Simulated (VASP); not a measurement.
# GaN (F-43m) in VASP: further runs, part 2 of 2

VASP 6.6.1. Earlier steps stand in the parts before.

**5. Single point, PBE**

INCAR

```
SYSTEM = GaN
PREC = Accurate ; ENCUT = 520
EDIFF = 1E-6 ; ISMEAR = -5
SIGMA = 0.1 ; LREAL = .FALSE.
LASPH = .TRUE. ; NELM = 100
ALGO = Normal ; ISIF = 2
LWAVE = .FALSE. ; LCHARG = .FALSE.
GGA = PE ; NBANDS = 16
```

KPOINTS

```
regular mesh
0
G
  6 6 6
  0 0 0
```

POSCAR

```
GaN
1.0
    0.0000000000      2.2489526240      2.2489526240
    2.2489526240      0.0000000000      2.2489526240
    2.2489526240      2.2489526240      0.0000000000
Ga N
1 1
Direct
    0.0000000000      0.0000000000      0.0000000000
    0.7500000000      0.7500000000      0.7500000000
```

Potentials or basis: VASP PAW PBE potentials, release 64 (Ga_d, N).

Started as:

```bash
$ cat potpaw_PBE.64/Ga_d/POTCAR potpaw_PBE.64/N/POTCAR > POTCAR
$ mpirun -np 1 vasp_std > vasp.out
```

OUTCAR:

```text
SYSTEM = GaN
   PREC = Accurate
   ENCUT = 520
   EDIFF = 1E-6
   ISMEAR = -5
   LREAL = .FALSE.
   LASPH = .TRUE.
   NELM = 100
   ISIF = 2
   GGA = PE

 ion  position               nearest neighbor table
   1  0.000  0.000  0.000-   2 1.95   2 1.95   2 1.95   2 1.95
   2  0.750  0.750  0.750-   1 1.95   1 1.95   1 1.95   1 1.95

  LATTYP: Found a face centered cubic cell.
 ALAT       =     4.4979052480

  Lattice vectors:

 A1 = (   0.0000000000,   2.2489526240,   2.2489526240)
 A2 = (   2.2489526240,   0.0000000000,   2.2489526240)
 A3 = (   2.2489526240,   2.2489526240,   0.0000000000)

Analysis of symmetry for initial positions (statically):
=====================================================================
 Subroutine PRICEL returns:
 Original cell was already a primitive cell.

 Routine SETGRP: Setting up the symmetry group for a
 face centered cubic supercell.

 Subroutine GETGRP returns: Found 24 space group operations
 (whereof 24 operations were pure point group operations)
 out of a pool of 48 trial point group operations.

The static configuration has the point symmetry T_d .

Analysis of symmetry for dynamics (positions and initial velocities):
=====================================================================
 Subroutine PRICEL returns:
 Original cell was already a primitive cell.

 Routine SETGRP: Setting up the symmetry group for a
 face centered cubic supercell.

 Subroutine GETGRP returns: Found 24 space group operations
 (whereof 24 operations were pure point group operations)
 out of a pool of 48 trial point group operations.

The dynamic configuration has the point symmetry T_d .

 Subroutine INISYM returns: Found 24 space group operations
 (whereof 24 operations are pure point group operations),
 and found     1 'primitive' translations

----------------------------------------------------------------------------------------

                                     Primitive cell

  volume of cell :      22.7495

  direct lattice vectors                    reciprocal lattice vectors
     0.000000000  2.248952624  2.248952624    -0.222325715  0.222325715  0.222325715
     2.248952624  0.000000000  2.248952624     0.222325715 -0.222325715  0.222325715
     2.248952624  2.248952624  0.000000000     0.222325715  0.222325715 -0.222325715

  length of vectors
     3.180499302  3.180499302  3.180499302     0.385079434  0.385079434  0.385079434

  position of ions in fractional coordinates (direct lattice)
     0.000000000  0.000000000  0.000000000
     0.750000000  0.750000000  0.750000000

  ion indices of the primitive-cell ions
   primitive index   ion index
                 1           1
                 2           2

----------------------------------------------------------------------------------------

 KPOINTS: regular mesh

Automatic generation of k-mesh.
 Grid dimensions read from file:
 generate k-points for:    6    6    6

 Generating k-lattice:

  Cartesian coordinates                     Fractional coordinates (reciprocal lattice)
    -0.037054286  0.037054286  0.037054286     0.166666667  0.000000000  0.000000000
     0.037054286 -0.037054286  0.037054286     0.000000000  0.166666667  0.000000000
     0.037054286  0.037054286 -0.037054286     0.000000000  0.000000000  0.166666667

  Length of vectors
     0.064179906  0.064179906  0.064179906

  Shift w.r.t. Gamma in fractional coordinates (k-lattice)
     0.000000000  0.000000000  0.000000000

 TETIRR: Found     35 inequivalent tetrahedra from     1296

 Subroutine IBZKPT returns following result:
 ===========================================

 Found     16 irreducible k-points:

 Following reciprocal coordinates:
            Coordinates               Weight
  0.000000  0.000000  0.000000      1.000000
  0.166667  0.000000  0.000000      8.000000
  0.333333  0.000000  0.000000      8.000000
  0.500000  0.000000  0.000000      4.000000
  0.166667  0.166667  0.000000      6.000000
  0.333333  0.166667  0.000000     24.000000
[... 8 lines left out ...]
 -0.333333  0.333333  0.166667     24.000000
 -0.333333  0.500000  0.166667     12.000000
   k-points           NKPTS =     16   k-points in BZ     NKDIM =     16   number of bands    NBANDS=     16
   number of dos      NEDOS =    301   number of ions     NIONS =      2
   total plane-waves  NPLWV =  13824
   dimension x,y,z NGX =    24 NGY =   24 NGZ =   24
   dimension x,y,z NGXF=    48 NGYF=   48 NGZF=   48
   ions per type =               1   1
   NGX,Y,Z   is equivalent  to a cutoff of  12.54, 12.54, 12.54 a.u.
   NGXF,Y,Z  is equivalent  to a cutoff of  25.09, 25.09, 25.09 a.u.
 SYSTEM =  GaN
   PREC   = accura    normal or accurate (medium, high low for compatibility)
   ISTART =      0    job   : 0-new  1-cont  2-samecut
   ICHARG =      2    charge: 1-file 2-atom 10-const
   ISPIN  =      1    spin polarized calculation?
   LNONCOLLINEAR =      F non collinear calculations
   LSORBIT =      F    spin-orbit coupling
   LASPH  =      T    aspherical Exc in radial PAW
   ENCUT  =  520.0 eV  38.22 Ry    6.18 a.u.   5.91  5.91  5.91*2*pi/ulx,y,z
   NELM   =    100;   NELMIN=  2; NELMDL= -5     # of ELM steps
   EDIFF  = 0.1E-05   stopping-criterion for ELM
   LREAL  =      F    real-space projection
   EDIFFG = 0.1E-04   stopping-criterion for IOM
   NSW    =      0    number of steps for IOM
   IBRION =     -1    ionic relax: 0-MD 1-quasi-New 2-CG
   NFREE  =      0    steps in history (QN), initial steepest desc. (CG)
   ISIF   =      2    stress and relaxation
   ISYM   =      2    0-nonsym 1-usesym 2-fastsym
   POTIM  = 0.5000    time-step for ionic-motion
   TEBEG  =    0.0;   TEEND  =   0.0 temperature during run
   PSTRESS=    0.0 pullay stress
   NELECT =      18.0000    total number of electrons
   NUPDOWN=      -1.0000    fix difference up-down
   EMIN   =  10.00;   EMAX   =-10.00  energy-range for DOS
   EFERMI =   0.00;   METHOD = LEGACY
   ISMEAR =    -5;   SIGMA  =   0.10  broadening in eV -4-tet -1-fermi 0-gaus
   EFERMI_NEDOS =   21; number of points for ismear=-14 and -15
   IALGO  =     38    algorithm
   IMIX   =      4    mixing-type and parameters
     AMIX     =   0.40;   BMIX     =  1.00
     AMIX_MAG =   1.60;   BMIX_MAG =  1.00
  volume/ion in A,a.u.               =      11.37        76.76
  Fermi-wavevector in a.u.,A,eV,Ry     =   1.514173  2.861371 31.194328  2.292718
  Thomas-Fermi vector in A             =   2.623866
   LORBIT       =      0    0 simple, 1 ext, 2 COOP (PROOUT), +10 PAW based schemes
   GGA     = PE    functional components
   LHFCALC =     F    Hartree Fock is set to
   AEXX    =    0.0000 exact exchange contribution
   IVDW    =     0    specifies the selected vdW correction
   LEPSILON=     F    determine dielectric tensor
   LRPA    =     F    only Hartree local field effects (RPA)
 non-spin polarized calculation
 Fermi weights with tetrahedron method with Bloechl corrections
  energy-cutoff  :      520.00
  volume of cell :       22.75
 maximum number of plane-waves:       624
   NGX = 11   NGY = 11   NGZ = 11

 number of electron      18.0000009 magnetization

 Free energy of the ion-electron system (eV)
  ---------------------------------------------------
  ext. energy  EPLUGINS =         0.00000000
  ---------------------------------------------------
  free energy    TOTEN  =       -12.13378252 eV

  energy without entropy =      -12.13378252  energy(sigma->0) =      -12.13378252

 E-fermi :   5.3881     XC(G=0): -11.6982

 val. band max:        5.3522814984   @ k =   0.0000   0.0000   0.0000
 cond. band min:       7.1138480608   @ k =   0.0000   0.0000   0.0000
 fundamental gap:      1.7615665623
 Fermi energy:         5.3880694812

 k-point     1 :       0.0000    0.0000    0.0000
  band No.  band energies     occupation
      1     -10.6346      2.00000
      2      -8.0992      2.00000
      3      -8.0992      2.00000
      4      -8.0992      2.00000
      5      -7.7735      2.00000
      6      -7.7735      2.00000
[... 8 lines left out ...]
     15      24.2498      0.00000
     16      24.2499      0.00000
[... 267 lines left out ...]
 k-point    16 :      -0.3333    0.5000    0.1667
  band No.  band energies     occupation
      1      -9.5294      2.00000
      2      -7.9672      2.00000
      3      -7.8918      2.00000
      4      -7.7820      2.00000
      5      -7.7332      2.00000
      6      -5.8836      2.00000
[... 8 lines left out ...]
     15      26.0798      0.00000
     16      28.4746      0.00000

------------------------ aborting loop because EDIFF is reached ----------------------------------------

  FORCE on cell =-STRESS in cart. coord.  units (eV):
  Direction    XX          YY          ZZ          XY          YZ          ZX
  --------------------------------------------------------------------------------------
  -------------------------------------------------------------------------------------
  Total        0.8854186      0.8854186      0.8854186     -0.0000000      0.0000000     -0.0000000
  in kB       62.3574424     62.3574424     62.3574424     -0.0000000      0.0000000     -0.0000000
  external PRESSURE =      62.3574424 kB  Pullay stress =       0.0000000 kB

 VOLUME and BASIS-vectors are now :
 -----------------------------------------------------------------------------
  energy-cutoff  :      520.00
  volume of cell :       22.75
      direct lattice vectors                 reciprocal lattice vectors
     0.000000000  2.248952624  2.248952624    -0.222325715  0.222325715  0.222325715
     2.248952624  0.000000000  2.248952624     0.222325715 -0.222325715  0.222325715
     2.248952624  2.248952624  0.000000000     0.222325715  0.222325715 -0.222325715

 POSITION                                       TOTAL-FORCE (eV/Angst)
 -----------------------------------------------------------------------------------
      0.00000      0.00000      0.00000         0.000000      0.000000      0.000000
      3.37343      3.37343      3.37343        -0.000000     -0.000000     -0.000000
 -----------------------------------------------------------------------------------
    total drift:                               -0.000002     -0.000002     -0.000002

  FREE ENERGIE OF THE ION-ELECTRON SYSTEM (eV)
  ---------------------------------------------------
  free  energy   TOTEN  =       -12.1337825194 eV

  energy  without entropy=      -12.1337825194  energy(sigma->0) =      -12.13378252
```

OSZICAR:

```text
N       E                     dE             d eps       ncg     rms          rms(c)
DAV:   1     0.845700908897E+02    0.84570E+02   -0.91178E+03   584   0.199E+03
DAV:   2    -0.804828768217E+01   -0.92618E+02   -0.86545E+02   552   0.331E+02
DAV:   3    -0.140827199013E+02   -0.60344E+01   -0.60063E+01   640   0.714E+01
DAV:   4    -0.141470503772E+02   -0.64330E-01   -0.64321E-01   608   0.802E+00
DAV:   5    -0.141479095703E+02   -0.85919E-03   -0.85919E-03   616   0.839E-01    0.774E+00
DAV:   6    -0.121326196324E+02    0.20153E+01   -0.49269E+00   768   0.399E+01    0.268E+00
DAV:   7    -0.121412880936E+02   -0.86685E-02   -0.31866E-01   568   0.652E+00    0.177E+00
DAV:   8    -0.121374605467E+02    0.38275E-02   -0.55240E-02   624   0.323E+00    0.765E-01
DAV:   9    -0.121335322620E+02    0.39283E-02   -0.13875E-02   744   0.273E+00    0.194E-01
DAV:  10    -0.121338735870E+02   -0.34132E-03   -0.15275E-03   624   0.556E-01    0.940E-02
DAV:  11    -0.121337777139E+02    0.95873E-04   -0.27771E-04   728   0.249E-01    0.952E-03
DAV:  12    -0.121337827991E+02   -0.50852E-05   -0.30094E-05   592   0.508E-02    0.113E-02
DAV:  13    -0.121337825194E+02    0.27964E-06   -0.61668E-07   424   0.144E-02
   1 F= -.12133783E+02 E0= -.12133783E+02  d E =0.000000E+00
```

stdout:

```text
POSCAR found type information on POSCAR GaN
 POSCAR found :  2 types and       2 ions
 scaLAPACK will be used
 LDA part: xc-table for (Slater+PW92), standard interpolation
 POSCAR, INCAR and KPOINTS ok, starting setup
 FFT: planning ... GRIDC
 FFT: planning ... GRID_SOFT
 FFT: planning ... GRID
 WAVECAR not read
 entering main loop
```

It took 6.3 s on 1 thread of Intel Xeon 8259CL, shared host; peak memory 0.14 GiB.

What came out:

```yaml
Free_energy: -12.1338 eV
Pressure: 6.2 GPa
Band_gap_on_the_k_mesh: 1.76 eV
```

Caveat: the cell stands under pressure.

**6. Overview**

| k mesh | smearing | gap on the mesh (eV) | pressure (GPa) |
| --- | --- | --- | --- |
| 3 × 3 × 3 | gaussian 0.01 eV | 1.70 | 6.6 |
| 4 × 4 × 4 | gaussian 0.01 eV | 1.74 | 6.2 |
| 6 × 6 × 6 | gaussian 0.01 eV | 1.76 | 6.2 |
| 6 × 6 × 6 | tetrahedron | 1.76 | 6.2 |

Alike in all rows: task single point; level PBE; potentials or basis VASP PAW PBE potentials, release 64 (Ga_d, N); no spin polarisation; cell as given; cutoff (eV) 520.

Caveats: some runs use coarse meshes; the cell stands under pressure (at least some runs).

Absolute energies hang on the potentials; compare differences alone.
